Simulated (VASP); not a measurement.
# GaSb (I-4m2) in VASP: settings compared

Aim: see how the results for GaSb move with the level of theory and the settings. Levels: PBEsol, HSE06. Tasks: single point.

Everything below comes from runs of VASP 6.6.1. Logs are shortened: lines on timing, memory, paths and dates and some standing lists are left out, and cuts for length are marked.

## (1) The cell of the first run

The structure is tetragonal, space group I-4m2 (No. 119). Conventional cell: a = 5.507 Å, b = 5.507 Å, c = 3.181 Å, α = 90.00°, β = 90.00°, γ = 90.00°. Within 3.8 Å of Sb (site symmetry -4m2) lie 8 Ga at 2.87 to 3.64 Å and 2 Sb at 3.18 Å. Ga (site symmetry -4m2) has 8 Sb at 2.87 to 3.64 Å and 2 Ga at 3.18 Å within 3.8 Å.

## (2) Single point, PBEsol, non-collinear spin, zero start, spin-orbit coupling

File INCAR:

```
ALGO = Normal ; EDIFF = 1E-7
ENCUT = 520 ; GGA = PS
GGA_COMPAT = F ; ISIF = 2
ISMEAR = 1 ; LASPH = T
LCHARG = F ; LNONCOLLINEAR = T
LORBIT = 11 ; LORBMOM = T
LREAL = F ; LSORBIT = T
LWAVE = F ; MAGMOM = 0 0 0 0 0 0
NBANDS = 30 ; NELM = 150
PREC = Accurate ; SIGMA = 0.1
```

File KPOINTS:

```
k-points
0
Gamma
  8 8 8
```

File POSCAR:

```
GaSb
1.0
   -2.7534340000      2.7534340000      1.5907070000
    2.7534340000     -2.7534340000      1.5907070000
    2.7534340000      2.7534340000     -1.5907070000
Sb Ga
1 1
Direct
    0.0000000000      0.0000000000      0.0000000000
    0.7500000000      0.2500000000      0.5000000000
```

Potentials or basis: VASP PAW PBE potentials, release 64 (Sb, Ga_d).

Launch:

```sh
cat potpaw_PBE.64/Sb/POTCAR potpaw_PBE.64/Ga_d/POTCAR > POTCAR
mpirun -np 1 vasp_ncl > vasp.out
```

OUTCAR:

```text
EDIFF = 1E-7
   ENCUT = 520
   GGA = PS
   ISIF = 2
   ISMEAR = 1
   LASPH = T
   LNONCOLLINEAR = T
   LORBIT = 11
   LREAL = F
   LSORBIT = T
   NELM = 150
   PREC = Accurate

 ion  position               nearest neighbor table
   1  0.000  0.000  0.000-   2 2.87   2 2.87   2 2.87   2 2.87
   2  0.750  0.250  0.500-   1 2.87   1 2.87   1 2.87   1 2.87

  LATTYP: Found a body centered tetragonal cell.
 ALAT       =     5.5068680000
 C/A-ratio  =     0.5777174975

  Lattice vectors:

 A1 = (  -2.7534340000,   2.7534340000,   1.5907070000)
 A2 = (   2.7534340000,  -2.7534340000,   1.5907070000)
 A3 = (   2.7534340000,   2.7534340000,  -1.5907070000)

Analysis of symmetry for initial positions (statically):
=====================================================================
 Subroutine PRICEL returns:
 Original cell was already a primitive cell.

 Routine SETGRP: Setting up the symmetry group for a
 body centered tetragonal supercell.

 Subroutine GETGRP returns: Found  8 space group operations
 (whereof  8 operations were pure point group operations)
 out of a pool of 16 trial point group operations.

The static configuration has the point symmetry D_2d.

Analysis of symmetry for dynamics (positions and initial velocities):
=====================================================================
 Subroutine PRICEL returns:
 Original cell was already a primitive cell.

 Routine SETGRP: Setting up the symmetry group for a
 body centered tetragonal supercell.

 Subroutine GETGRP returns: Found  8 space group operations
 (whereof  8 operations were pure point group operations)
 out of a pool of 16 trial point group operations.

The dynamic configuration has the point symmetry D_2d.

Analysis of structural, dynamic, and magnetic symmetry:
=====================================================================
 Subroutine PRICEL returns:
 Original cell was already a primitive cell.

 Routine SETGRP: Setting up the symmetry group for a
 body centered tetragonal supercell.

 Subroutine GETGRP returns: Found  8 space group operations
 (whereof  8 operations were pure point group operations)
 out of a pool of 16 trial point group operations.

The overall configuration has the point symmetry D_2d.

 Subroutine INISYM returns: Found  8 space group operations
 (whereof  8 operations are pure point group operations),
 and found     1 'primitive' translations

----------------------------------------------------------------------------------------

                                     Primitive cell

  volume of cell :      48.2391

  direct lattice vectors                    reciprocal lattice vectors
[... 964 lines left out ...]

  FREE ENERGIE OF THE ION-ELECTRON SYSTEM (eV)
  ---------------------------------------------------
  free  energy   TOTEN  =        -7.9500148562 eV

  energy  without entropy=       -7.9507138650  energy(sigma->0) =       -7.95024786

 orbital moment (x)

 # of ion     p       d       tot
 ----------------------------------------
  1        -0.000   0.000  -0.000
  2         0.000  -0.000   0.000
 ----------------------------------------
           -0.000  -0.000  -0.000

 orbital moment (y)

 # of ion     p       d       tot
 ----------------------------------------
  1        -0.000  -0.000  -0.000
  2        -0.000  -0.000  -0.000
 ----------------------------------------
           -0.000  -0.000  -0.000

 orbital moment (z)

 # of ion     p       d       tot
 ----------------------------------------
  1         0.000   0.000   0.000
  2         0.000   0.000   0.000
 ----------------------------------------
            0.000   0.000   0.000

 Spin-Orbit-Coupling matrix elements

 Ion:    1  E_soc:     -0.1395447
 l=   1
     0.0000000    -0.0232744    -0.0228053
    -0.0232744     0.0000000    -0.0232744
    -0.0228053    -0.0232744     0.0000000
 l=   2
     0.0000000    -0.0000177     0.0000000    -0.0000177    -0.0001146
    -0.0000177     0.0000000    -0.0000911    -0.0000167    -0.0000347
     0.0000000    -0.0000911     0.0000000    -0.0000911     0.0000000
    -0.0000177    -0.0000167    -0.0000911     0.0000000    -0.0000347
    -0.0001146    -0.0000347     0.0000000    -0.0000347     0.0000000
 l=   3
     0.0000000     0.0000000     0.0000000     0.0000000     0.0000000     0.0000000     0.0000000
     0.0000000     0.0000000     0.0000000     0.0000000     0.0000000     0.0000000     0.0000000
     0.0000000     0.0000000     0.0000000     0.0000000     0.0000000     0.0000000     0.0000000
     0.0000000     0.0000000     0.0000000     0.0000000     0.0000000     0.0000000     0.0000000
     0.0000000     0.0000000     0.0000000     0.0000000     0.0000000     0.0000000     0.0000000
     0.0000000     0.0000000     0.0000000     0.0000000     0.0000000     0.0000000     0.0000000
     0.0000000     0.0000000     0.0000000     0.0000000     0.0000000     0.0000000     0.0000000

 Ion:    2  E_soc:     -0.0111495
 l=   1
     0.0000000    -0.0010481    -0.0010741
    -0.0010481     0.0000000    -0.0010481
    -0.0010741    -0.0010481     0.0000000
 l=   2
     0.0000000    -0.0001687     0.0000000    -0.0001687    -0.0006183
    -0.0001687     0.0000000    -0.0004899    -0.0001649    -0.0001521
     0.0000000    -0.0004899     0.0000000    -0.0004899     0.0000000
    -0.0001687    -0.0001649    -0.0004899     0.0000000    -0.0001521
    -0.0006183    -0.0001521     0.0000000    -0.0001521     0.0000000
 l=   3
     0.0000000     0.0000000     0.0000000     0.0000000     0.0000000     0.0000000     0.0000000
     0.0000000     0.0000000     0.0000000     0.0000000     0.0000000     0.0000000     0.0000000
     0.0000000     0.0000000     0.0000000     0.0000000     0.0000000     0.0000000     0.0000000
     0.0000000     0.0000000     0.0000000     0.0000000     0.0000000     0.0000000     0.0000000
     0.0000000     0.0000000     0.0000000     0.0000000     0.0000000     0.0000000     0.0000000
     0.0000000     0.0000000     0.0000000     0.0000000     0.0000000     0.0000000     0.0000000
     0.0000000     0.0000000     0.0000000     0.0000000     0.0000000     0.0000000     0.0000000

 total charge

# of ion       s       p       d       tot
------------------------------------------
    1        1.194   1.168   0.035   2.397
    2        1.005   0.547   9.953  11.505
--------------------------------------------------
tot          2.198   1.716   9.988  13.902

 magnetization (x)

# of ion       s       p       d       tot
------------------------------------------
    1        0.000  -0.000   0.000  -0.000
    2        0.000   0.000   0.000   0.000
--------------------------------------------------
tot          0.000  -0.000   0.000  -0.000

 magnetization (y)

# of ion       s       p       d       tot
------------------------------------------
    1        0.000   0.000   0.000   0.000
    2       -0.000   0.000   0.000  -0.000
--------------------------------------------------
tot         -0.000   0.000   0.000   0.000

 magnetization (z)

# of ion       s       p       d       tot
------------------------------------------
    1       -0.000  -0.000  -0.000  -0.000
    2        0.000   0.000   0.000   0.000
--------------------------------------------------
tot          0.000  -0.000  -0.000  -0.000
```

Wall time 2.9 min (1 thread of Intel Xeon Platinum 8488C (Sapphire Rapids), shared host); peak memory 0.42 GiB.

Results:

```
Free energy                                           : -7.9500 eV
Pressure                                              : -2.7 GPa
Net moment                                            : 0.00 μB per cell
Valence electrons inside the program's atomic spheres : Sb 2.40; Ga 11.51
```

Moments on the atoms (μB; x, y, z):
```
Sb  0.00 0.00 0.00
Ga  0.00 0.00 0.00
```

Caveat: the PAW data sets were made with another functional, which shifts forces and pressure a little.

## (3) Single point, HSE06

POSCAR is that of step 2.

File INCAR.step1:

```
SYSTEM = GaSb
ALGO = Normal
EDIFF = 1E-5
ENCUT = 520
GGA = PE
ISIF = 2
ISMEAR = -1
KPAR = 4
LASPH = .TRUE.
LREAL = .FALSE.
LWAVE = .TRUE.
NBANDS = 16
NELM = 60
PREC = Accurate
SIGMA = 0.05
```

File INCAR.step2:

```
SYSTEM = GaSb
ALGO = Normal
EDIFF = 1E-6
ENCUT = 520
GGA = PE
HFSCREEN = 0.2079
ISIF = 2
ISMEAR = -1
ISTART = 1
KPAR = 4
LASPH = .TRUE.
LCHARG = .TRUE.
LHFCALC = .TRUE.
LREAL = .FALSE.
LVHAR = .TRUE.
LWAVE = .FALSE.
NBANDS = 16
NELM = 60
PREC = Accurate
PRECFOCK = Normal
SIGMA = 0.05
```

File KPOINTS:

```
k-points
0
G
  6 6 6
  0 0 0
```

Potentials or basis: VASP PAW PBE potentials, release 64 (Sb, Ga_d).

Launch:

```sh
cat potpaw_PBE.64/Sb/POTCAR potpaw_PBE.64/Ga_d/POTCAR > POTCAR
cp INCAR.step1 INCAR
mpirun -np 4 vasp_std > vasp.out
cp INCAR.step2 INCAR
mpirun -np 4 vasp_std > vasp.out
```

It took 33 min on 4 MPI ranks of Oxide Virtual Turin-like, shared host; peak memory 0.28 GiB.

It converged, with:

```
Free energy            : -8.3186 eV
Pressure               : -2.0 GPa
Band gap on the k mesh : zero (bands 9 and 10 overlap by 5.40 eV)
```

Stress tensor (GPa, compression positive):
```
-0.96  0.00  0.00
 0.00 -0.96  0.00
 0.00  0.00 -4.07
```

Levels at points of the mesh, in eV from the Fermi level:
```
           k point  band 5  band 6  band 7  band 8  band 9  band 10  band 11  band 12  band 13  band 14
(0.00, 0.00, 0.00)  -17.97  -13.61   -3.30   -2.47   -2.47     3.52     5.40     7.71     7.71     8.11
(0.50, 0.00, 0.00)  -17.95   -9.50   -6.57   -2.96   -2.04    -1.44     2.47     3.53     5.44     8.52
(0.50, 0.50, 0.00)  -17.97  -11.95   -9.30   -0.42    1.80     2.31     2.50     4.89     7.11     8.71
(0.50, 0.50, 0.50)  -17.95  -10.67   -6.80   -5.92   -5.92     3.62     5.23    11.22    11.22    13.23
```

Caveat: the k points lie up to 0.38 Å⁻¹ apart, too coarse for converged energies and pressures of a metal; the PAW data sets were made with another functional, which shifts forces and pressure a little; spin-orbit coupling is left out, which moves the levels of the heavy elements.
